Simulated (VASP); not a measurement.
# Pb2F5 in VASP: notebook

The runs below take Pb2F5 through single point, with PBE.

Everything below comes from runs of VASP 6.6.1. Logs are shortened: lines on timing, memory, paths and dates and some standing lists are left out, and cuts for length are marked.

## (1) The cell of the first run

The cell holds a slab with vacuum, 14 atoms: a = 4.243 Å, b = 4.243 Å, c = 27.000 Å, α = 90.00°, β = 90.00°, γ = 90.00°.

## (2) Single point, PBE

INCAR reads:

```
SYSTEM = Pb2F5
PREC = Accurate
ENCUT = 520
EDIFF = 1E-6
ISMEAR = 0
SIGMA = 0.05
LREAL = .FALSE.
LASPH = .TRUE.
NELM = 100
ALGO = Normal
ISIF = 2
LWAVE = .FALSE.
LCHARG = .FALSE.
LDIPOL = .TRUE.
IDIPOL = 3
DIPOL = 0.5 0.5 0.500
GGA = PE
NBANDS = 76
```

KPOINTS reads:

```
Automatic mesh
0
G
  6 6 1
  0 0 0
```

POSCAR reads:

```
Pb2F5
1.0
    4.2427419540      0.0000000000      0.0000000000
    0.0000000000      4.2427419540      0.0000000000
    0.0000000000      0.0000000000     27.0002864260
F Pb
10 4
Direct
    0.5000000000      0.0000000000      0.2777748310
    0.0000000000      0.5000000000      0.2777748310
    0.0000000000      0.5000000000      0.3888874155
    0.5000000000      0.0000000000      0.3888874155
    0.5000000000      0.0000000000      0.5000000000
    0.0000000000      0.5000000000      0.5000000000
    0.0000000000      0.5000000000      0.6111125845
    0.5000000000      0.0000000000      0.6111125845
    0.5000000000      0.0000000000      0.7222251690
    0.0000000000      0.5000000000      0.7222251690
    0.5000000000      0.5000000000      0.3333311233
    0.0000000000      0.0000000000      0.4444437078
    0.5000000000      0.5000000000      0.5555562922
    0.0000000000      0.0000000000      0.6666688767
```

Potentials or basis: VASP PAW PBE potentials, release 64 (F, Pb_d).

The run is started by

```sh
> cat potpaw_PBE.64/F/POTCAR potpaw_PBE.64/Pb_d/POTCAR > POTCAR
> mpirun -np 1 vasp_std > vasp.out
```

OUTCAR:

```text
SYSTEM = Pb2F5
   PREC = Accurate
   ENCUT = 520
   EDIFF = 1E-6
   ISMEAR = 0
   LREAL = .FALSE.
   LASPH = .TRUE.
   NELM = 100
   ISIF = 2
   GGA = PE

 ion  position               nearest neighbor table
   1  0.500  0.000  0.278-  11 2.60  11 2.60
   2  0.000  0.500  0.278-  11 2.60  11 2.60
   3  0.000  0.500  0.389-  11 2.60  11 2.60  12 2.60  12 2.60
   4  0.500  0.000  0.389-  11 2.60  11 2.60  12 2.60  12 2.60
   5  0.500  0.000  0.500-  12 2.60  13 2.60  13 2.60  12 2.60
   6  0.000  0.500  0.500-  12 2.60  13 2.60  12 2.60  13 2.60
   7  0.000  0.500  0.611-  14 2.60  14 2.60  13 2.60  13 2.60
   8  0.500  0.000  0.611-  14 2.60  14 2.60  13 2.60  13 2.60
   9  0.500  0.000  0.722-  14 2.60  14 2.60
  10  0.000  0.500  0.722-  14 2.60  14 2.60
  11  0.500  0.500  0.333-   3 2.60   4 2.60   4 2.60   3 2.60   1 2.60   1 2.60   2 2.60   2 2.60

  12  0.000  0.000  0.444-   5 2.60   6 2.60   6 2.60   5 2.60   3 2.60   3 2.60   4 2.60   4 2.60

  13  0.500  0.500  0.556-   5 2.60   6 2.60   5 2.60   6 2.60   7 2.60   8 2.60   8 2.60   7 2.60

  14  0.000  0.000  0.667-   7 2.60   8 2.60   7 2.60   8 2.60   9 2.60  10 2.60  10 2.60   9 2.60

  LATTYP: Found a simple tetragonal cell.
 ALAT       =     4.2427419540
 C/A-ratio  =     6.3638766436

  Lattice vectors:

 A1 = (   4.2427419540,   0.0000000000,   0.0000000000)
 A2 = (   0.0000000000,   4.2427419540,   0.0000000000)
 A3 = (   0.0000000000,   0.0000000000,  27.0002864260)

Analysis of symmetry for initial positions (statically):
=====================================================================
 Subroutine PRICEL returns:
 Original cell was already a primitive cell.

 Routine SETGRP: Setting up the symmetry group for a
 simple tetragonal supercell.

 Subroutine GETGRP returns: Found 16 space group operations
 (whereof  8 operations were pure point group operations)
 out of a pool of 16 trial point group operations.

The static configuration has the point symmetry C_4v.
 The point group associated with its full space group is D_4h.

Analysis of symmetry for dynamics (positions and initial velocities):
=====================================================================
 Subroutine PRICEL returns:
 Original cell was already a primitive cell.

 Routine SETGRP: Setting up the symmetry group for a
 simple tetragonal supercell.

 Subroutine GETGRP returns: Found 16 space group operations
 (whereof  8 operations were pure point group operations)
 out of a pool of 16 trial point group operations.

The dynamic configuration has the point symmetry C_4v.
 The point group associated with its full space group is D_4h.

[... 130 lines left out ...]
  Thomas-Fermi vector in A             =   2.178593
   LORBIT       =      0    0 simple, 1 ext, 2 COOP (PROOUT), +10 PAW based schemes
   GGA     = PE    functional components
   LHFCALC =     F    Hartree Fock is set to
   AEXX    =    0.0000 exact exchange contribution
   IVDW    =     0    specifies the selected vdW correction
   LEPSILON=     F    determine dielectric tensor
   LRPA    =     F    only Hartree local field effects (RPA)
 non-spin polarized calculation
 Gauss-broadening in eV      SIGMA  =   0.05
  energy-cutoff  :      520.00
  volume of cell :      486.03
 maximum number of plane-waves:     13131
 NGX is ok and might be reduce to    32
   NGX = 15   NGY = 15   NGZ =101

 number of electron     125.9999903 magnetization

 dipolmoment           0.000000      0.000000      0.000000 electrons x Angstroem

 Free energy of the ion-electron system (eV)
  ---------------------------------------------------
  ext. energy  EPLUGINS =         0.00000000
  ---------------------------------------------------
  free energy    TOTEN  =       -59.59978625 eV

  energy without entropy =      -59.55689010  energy(sigma->0) =      -59.57833817

 E-fermi :  -4.5922     XC(G=0):  -4.9763

 val. band max:       -4.5927029772   @ k =   0.3333   0.0000   0.0000
 cond. band min:      -4.5857802804   @ k =   0.5000   0.3333   0.0000
 fundamental gap:      0.0069226968
 Fermi energy:        -4.5922200546

 k-point     1 :       0.0000    0.0000    0.0000
  band No.  band energies     occupation
      1     -26.2493      2.00000
      2     -26.1786      2.00000
      3     -26.0687      2.00000
      4     -25.9088      2.00000
      5     -25.8533      2.00000
      6     -25.7553      2.00000
[... 769 lines left out ...]
     74       2.2108      0.00000
     75       2.8062      0.00000
 [bands above 75 left out]

------------------------ aborting loop because EDIFF is reached ----------------------------------------

 vacuum level on the upper side and lower side of the slab       (xc-potential included)        -0.007        -0.007

  FORCE on cell =-STRESS in cart. coord.  units (eV):
  Direction    XX          YY          ZZ          XY          YZ          ZX
  --------------------------------------------------------------------------------------
  -------------------------------------------------------------------------------------
  Total       -6.0040054     -6.0040054     -9.0743611      0.0000000      0.0000000      0.0000000
  in kB      -19.7920166    -19.7920166    -29.9133487      0.0000000      0.0000000      0.0000000
  external PRESSURE =     -23.1657939 kB  Pullay stress =       0.0000000 kB

 VOLUME and BASIS-vectors are now :
 -----------------------------------------------------------------------------
  energy-cutoff  :      520.00
  volume of cell :      486.03
      direct lattice vectors                 reciprocal lattice vectors
     4.242741954  0.000000000  0.000000000     0.235696635  0.000000000  0.000000000
     0.000000000  4.242741954  0.000000000     0.000000000  0.235696635  0.000000000
     0.000000000  0.000000000 27.000286426     0.000000000  0.000000000  0.037036644

 POSITION                                       TOTAL-FORCE (eV/Angst)
 -----------------------------------------------------------------------------------
      2.12137      0.00000      7.50000         0.000000      0.000000      1.434539
      0.00000      2.12137      7.50000         0.000000      0.000000      1.434539
      0.00000      2.12137     10.50007         0.000000      0.000000      0.030024
      2.12137      0.00000     10.50007         0.000000     -0.000000      0.030024
      2.12137      0.00000     13.50014         0.000000     -0.000000     -0.000000
      0.00000      2.12137     13.50014         0.000000      0.000000     -0.000000
      0.00000      2.12137     16.50021         0.000000      0.000000     -0.030024
      2.12137      0.00000     16.50021         0.000000     -0.000000     -0.030024
      2.12137      0.00000     19.50029         0.000000      0.000000     -1.434539
      0.00000      2.12137     19.50029         0.000000      0.000000     -1.434539
      2.12137      2.12137      9.00004         0.000000     -0.000000     -2.895513
      0.00000      0.00000     12.00011         0.000000     -0.000000     -0.047852
      2.12137      2.12137     15.00018         0.000000      0.000000      0.047852
      0.00000      0.00000     18.00025         0.000000      0.000000      2.895513
 -----------------------------------------------------------------------------------
    total drift:                                0.000000      0.000000      0.000000

  FREE ENERGIE OF THE ION-ELECTRON SYSTEM (eV)
  ---------------------------------------------------
  free  energy   TOTEN  =       -59.5997862500 eV

  energy  without entropy=      -59.5568900981  energy(sigma->0) =      -59.57833817

 vacuum level on the upper side and lower side of the slab         5.665         5.665
```

OSZICAR:

```text
N       E                     dE             d eps       ncg     rms          rms(c)
DAV:   1     0.157096094550E+04    0.15710E+04   -0.60225E+04  1560   0.157E+03
DAV:   2     0.177379283223E+03   -0.13936E+04   -0.13311E+04  1776   0.443E+02
DAV:   3    -0.586299230898E+02   -0.23601E+03   -0.23262E+03  1904   0.217E+02
[... 12 lines left out ...]
DAV:  16    -0.595994855920E+02   -0.55992E-03   -0.17515E-04  1540   0.373E-02    0.128E-02
DAV:  17    -0.595997263555E+02   -0.24076E-03   -0.67131E-05  1512   0.333E-02    0.102E-02
DAV:  18    -0.595997701114E+02   -0.43756E-04   -0.93229E-06  1536   0.133E-02    0.606E-03
DAV:  19    -0.595997860544E+02   -0.15943E-04   -0.51956E-06  1312   0.984E-03    0.384E-03
DAV:  20    -0.595997862500E+02   -0.19555E-06   -0.65603E-07  1004   0.666E-03
   1 F= -.59599786E+02 E0= -.59578338E+02  d E =-.428962E-01
```

Wall time 6.1 min (1 thread of AMD EPYC 9R14 (Zen 4), shared host); peak memory 0.59 GiB.

What came out:

```
Free energy            : -59.5998 eV
Largest force          : 2.896 eV/Å
Band gap on the k mesh : zero (bands 63 and 64 overlap by 0.31 eV)
```

Forces on the atoms (eV/Å):
```
F    0.000  0.000  1.435
F    0.000  0.000  1.435
F    0.000  0.000  0.030
F    0.000  0.000  0.030
F    0.000  0.000  0.000
F    0.000  0.000  0.000
F    0.000  0.000 -0.030
F    0.000  0.000 -0.030
F    0.000  0.000 -1.435
F    0.000  0.000 -1.435
Pb   0.000  0.000 -2.896
Pb   0.000  0.000 -0.048
Pb   0.000  0.000  0.048
Pb   0.000  0.000  2.896
```

Levels at points of the mesh, in eV from the Fermi level:
| k point | band 62 | band 63 | band 64 | band 65 | band 66 | band 67 |
| --- | --- | --- | --- | --- | --- | --- |
| (0.00, 0.00, 0.00) | -0.23 | -0.23 | -0.23 | 3.85 | 4.46 | 5.25 |
| (0.50, 0.00, 0.00) | -0.47 | 0.08 | 0.08 | 4.38 | 4.38 | 5.18 |
| (0.50, 0.50, 0.00) | -0.02 | 0.07 | 0.07 | 4.02 | 4.02 | 5.10 |

Caveat: spin-orbit coupling is left out, which moves the levels of the heavy elements.

## (3) Single point, PBE

INCAR reads:

```
SYSTEM = Pb2F5
PREC = Accurate ; ENCUT = 520
EDIFF = 1E-7 ; ISMEAR = 0
SIGMA = 0.05 ; LREAL = .False.
LASPH = .True. ; NELM = 60
ALGO = Normal ; ISIF = 2
LWAVE = .False. ; LCHARG = .True.
LDIPOL = .True. ; IDIPOL = 3
DIPOL = 0.5 0.5 0.500 ; GGA = PE
LELF = .True. ; LVHAR = .True.
LVACPOTAV = .True. ; NBANDS = 76
```

KPOINTS reads:

```
Automatic mesh
0
Gamma
  6 6 1
  0 0 0
```

POSCAR reads:

```
Pb2F5
1.0
    4.2427419540      0.0000000000      0.0000000000
    0.0000000000      4.2427419540      0.0000000000
    0.0000000000      0.0000000000     27.0002864260
F Pb
10 4
Direct
    0.5000000000      0.0000000000      0.2944409263
    0.0000000000      0.5000000000      0.2944409263
    0.0000000000      0.5000000000      0.3896047938
    0.5000000000      0.0000000000      0.3896047938
    0.5000000000      0.0000000000      0.4999999643
    0.0000000000      0.5000000000      0.4999999643
    0.0000000000      0.5000000000      0.6103954643
    0.5000000000      0.0000000000      0.6103954643
    0.5000000000      0.0000000000      0.7055588175
    0.0000000000      0.5000000000      0.7055588175
    0.5000000000      0.5000000000      0.3280504429
    0.0000000000      0.0000000000      0.4442633915
    0.5000000000      0.5000000000      0.5557372307
    0.0000000000      0.0000000000      0.6719490026
```

Potentials or basis: VASP PAW PBE potentials, release 64 (F, Pb_d).

The run is started by

```sh
> cat potpaw_PBE.64/F/POTCAR potpaw_PBE.64/Pb_d/POTCAR > POTCAR
> mpirun -np 1 vasp_std > vasp.out
```

OUTCAR:

```text
SYSTEM = Pb2F5
   PREC = Accurate
   ENCUT = 520
   EDIFF = 1E-7
   ISMEAR = 0
   LREAL = .False.
   LASPH = .True.
   NELM = 60
   ISIF = 2
   GGA = PE

 ion  position               nearest neighbor table
   1  0.500  0.000  0.294-  11 2.31  11 2.31
   2  0.000  0.500  0.294-  11 2.31  11 2.31
   3  0.000  0.500  0.390-  12 2.58  12 2.58  11 2.69  11 2.69
   4  0.500  0.000  0.390-  12 2.58  12 2.58  11 2.69  11 2.69
   5  0.500  0.000  0.500-  12 2.60  12 2.60  13 2.60  13 2.60
   6  0.000  0.500  0.500-  12 2.60  12 2.60  13 2.60  13 2.60
   7  0.000  0.500  0.610-  13 2.58  13 2.58  14 2.69  14 2.69
   8  0.500  0.000  0.610-  13 2.58  13 2.58  14 2.69  14 2.69
   9  0.500  0.000  0.706-  14 2.31  14 2.31
  10  0.000  0.500  0.706-  14 2.31  14 2.31
  11  0.500  0.500  0.328-   1 2.31   2 2.31   1 2.31   2 2.31   3 2.69   4 2.69   4 2.69   3 2.69

  12  0.000  0.000  0.444-   3 2.58   4 2.58   3 2.58   4 2.58   5 2.60   6 2.60   6 2.60   5 2.60

  13  0.500  0.500  0.556-   7 2.58   8 2.58   8 2.58   7 2.58   5 2.60   5 2.60   6 2.60   6 2.60

  14  0.000  0.000  0.672-   9 2.31  10 2.31  10 2.31   9 2.31   7 2.69   7 2.69   8 2.69   8 2.69

  LATTYP: Found a simple tetragonal cell.
 ALAT       =     4.2427419540
[... 990 lines left out ...]
  --------------------------------------------------------------------------------------
  -------------------------------------------------------------------------------------
  Total       -6.3496168     -6.3496168     -0.3514985      0.0000000      0.0000000      0.0000000
  in kB      -20.9313138    -20.9313138     -1.1587040      0.0000000      0.0000000      0.0000000
  external PRESSURE =     -14.3404438 kB  Pullay stress =       0.0000000 kB

 VOLUME and BASIS-vectors are now :
 -----------------------------------------------------------------------------
  energy-cutoff  :      520.00
  volume of cell :      486.03
      direct lattice vectors                 reciprocal lattice vectors
     4.242741954  0.000000000  0.000000000     0.235696635  0.000000000  0.000000000
     0.000000000  4.242741954  0.000000000     0.000000000  0.235696635  0.000000000
     0.000000000  0.000000000 27.000286426     0.000000000  0.000000000  0.037036644

 POSITION                                       TOTAL-FORCE (eV/Angst)
 -----------------------------------------------------------------------------------
      2.12137      0.00000      7.94999        -0.000000     -0.000000     -0.011362
      0.00000      2.12137      7.94999        -0.000000     -0.000000     -0.011362
      0.00000      2.12137     10.51944        -0.000000     -0.000000      0.001008
      2.12137      0.00000     10.51944         0.000000     -0.000000      0.001008
      2.12137      0.00000     13.50014        -0.000000     -0.000000      0.000000
      0.00000      2.12137     13.50014        -0.000000     -0.000000      0.000000
      0.00000      2.12137     16.48085        -0.000000      0.000000     -0.001008
      2.12137      0.00000     16.48085        -0.000000      0.000000     -0.001008
      2.12137      0.00000     19.05029         0.000000     -0.000000      0.011362
      0.00000      2.12137     19.05029        -0.000000      0.000000      0.011362
      2.12137      2.12137      8.85746        -0.000000     -0.000000      0.011557
      0.00000      0.00000     11.99524        -0.000000     -0.000000      0.001802
      2.12137      2.12137     15.00506        -0.000000     -0.000000     -0.001802
      0.00000      0.00000     18.14282         0.000000     -0.000000     -0.011557
 -----------------------------------------------------------------------------------
    total drift:                                0.000000      0.000000      0.002150

  FREE ENERGIE OF THE ION-ELECTRON SYSTEM (eV)
  ---------------------------------------------------
  free  energy   TOTEN  =       -61.8621044819 eV

  energy  without entropy=      -61.8502044793  energy(sigma->0) =      -61.85615448

 vacuum level on the upper side and lower side of the slab         4.571         4.571
```

OSZICAR:

```text
N       E                     dE             d eps       ncg     rms          rms(c)
DAV:   1     0.158790056838E+04    0.15879E+04   -0.60297E+04  1560   0.157E+03
DAV:   2     0.180448864278E+03   -0.14075E+04   -0.13362E+04  1788   0.444E+02
[... 16 lines left out ...]
DAV:  19    -0.618620962878E+02   -0.10158E-04   -0.46284E-07  1516   0.268E-03    0.960E-04
DAV:  20    -0.618621028684E+02   -0.65806E-05   -0.23489E-07  1212   0.225E-03    0.556E-04
DAV:  21    -0.618621037483E+02   -0.87985E-06   -0.25608E-08  1100   0.110E-03    0.303E-04
DAV:  22    -0.618621043437E+02   -0.59543E-06   -0.26648E-08   980   0.790E-04    0.855E-05
DAV:  23    -0.618621044679E+02   -0.12423E-06   -0.13940E-08   992   0.619E-04    0.920E-05
DAV:  24    -0.618621044819E+02   -0.13933E-07   -0.49646E-09  1012   0.379E-04
   1 F= -.61862104E+02 E0= -.61856154E+02  d E =-.119000E-01
```

Run time: 7.2 min. Hardware: 1 thread of AMD EPYC 9R14 (Zen 4), shared host; peak memory 0.59 GiB.

What came out:

```yaml
Free_energy: -61.8621 eV
Largest_force: 0.012 eV/Å
Band_gap_on_the_k_mesh: zero (bands 63 and 64 overlap by 1.26 eV)
```

Forces in eV/Å, atoms in the order of the input:
```
F    0.000  0.000 -0.011
F    0.000  0.000 -0.011
F    0.000  0.000  0.001
F    0.000  0.000  0.001
F    0.000  0.000  0.000
F    0.000  0.000  0.000
F    0.000  0.000 -0.001
F    0.000  0.000 -0.001
F    0.000  0.000  0.011
F    0.000  0.000  0.011
Pb   0.000  0.000  0.012
Pb   0.000  0.000  0.002
Pb   0.000  0.000 -0.002
Pb   0.000  0.000 -0.012
```

Caveat: spin-orbit coupling is left out, which moves the levels of the heavy elements.

The gap in the log of VASP goes by the Fermi energy; the results here count the filled bands.